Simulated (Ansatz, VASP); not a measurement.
**One calculation of GaAs, two programs**

```
Ga As
1.0
     0.00000    2.82685    2.82685
     2.82685    0.00000    2.82685
     2.82685    2.82685    0.00000
Ga As
1 1
Cartesian
  0.0000 0.0000 0.0000
  1.4134 1.4134 1.4134
```

Alike in both runs: task relaxation of cell and atoms; functional PBEsol; k mesh 6 × 6 × 6; no spin polarisation.

|  | VASP | Ansatz |
| --- | --- | --- |
| version | VASP 6.6.1 | Ansatz 0.2.0 |
| potentials or method | VASP PAW PBE potentials, release 64 (Ga_d, As), cutoff 600 eV | plane waves, PAW |
| occupations | gaussian, width 0.01 eV | fixed |
| valence electrons in the cell | 18 | 28 |

```csv
,VASP,Ansatz,Ansatz less VASP
relaxed volume (Å³/atom),22.69,22.63,-0.055
relaxed cell length with the largest relative difference (Å),4.004,4.000,-0.0032
```

VASP's potentials were made for PBE, not for PBEsol. VASP's potentials hold 18 valence electrons a cell and Ansatz's 28, so a difference there can come from the potentials and not from the codes.
